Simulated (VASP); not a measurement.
Write the native input for VASP 6.6.1 that does the following.

```yaml
Task: single point
Functional: r2SCAN
Potentials_or_basis: VASP PAW PBE potentials, release 64 (Sr_sv)
Cutoff: 520 eV
k_mesh: 9 × 9 × 9
Occupations: methfessel-paxton, width 1 eV
Spin: no spin polarisation
Dipole_correction: no
Further_INCAR_settings: ALGO = Normal; EDIFF = 1e-07; NBANDS = 11
```

Crystal: Sr.

```
Sr
1.0
     0.00000    3.05211    3.05211
     3.05211    0.00000    3.05211
     3.05211    3.05211    0.00000
Sr
1
Cartesian
  0.0000 0.0000 0.0000
```

These files were run (other wordings do the same):

POSCAR

```
Sr
1.0
    0.0000000000      3.0521104090      3.0521104090
    3.0521104090      0.0000000000      3.0521104090
    3.0521104090      3.0521104090      0.0000000000
Sr
1
Direct
    0.0000000000      0.0000000000      0.0000000000
```

INCAR.step1

```
  PREC = Accurate
  ENCUT = 520
  ISMEAR = 1
  SIGMA = 1.0
  LREAL = False
  LASPH = True
  NELM = 80
  NBANDS = 11
  GGA = PE
  ALGO = Normal
  EDIFF = 1E-4
  LWAVE = True
  LCHARG = False
```

INCAR.step2

```
  PREC = Accurate
  ENCUT = 520
  EDIFF = 1E-7
  ISMEAR = 1
  SIGMA = 1.0
  LREAL = False
  LASPH = True
  NELM = 80
  ALGO = Normal
  ISIF = 2
  LWAVE = False
  LCHARG = False
  METAGGA = R2SCAN
  LMIXTAU = True
  NBANDS = 11
  ISTART = 1
```

KPOINTS

```
Automatic mesh
0
Gamma
  9 9 9
```

Potentials or basis: VASP PAW PBE potentials, release 64 (Sr_sv).

Run with:

```bash
$ cat potpaw_PBE.64/Sr_sv/POTCAR > POTCAR
$ cp INCAR.step1 INCAR
$ mpirun -np 1 vasp_std > vasp.out
$ cp INCAR.step2 INCAR
$ mpirun -np 1 vasp_std > vasp.out
```

It gave:

```yaml
Pressure: 0.0 GPa
Band_gap_on_the_k_mesh: zero (band 5 reaches 1.46 eV, above the bottom of band 6 at 1.45 eV)
```

Caveat: the PAW data sets were made with another functional, which shifts forces and pressure a little.

Run time: 52 s on 1 thread of AMD EPYC 9R45 96-Core Processor (Zen 5) (shared host), peak memory 0.16 GiB.
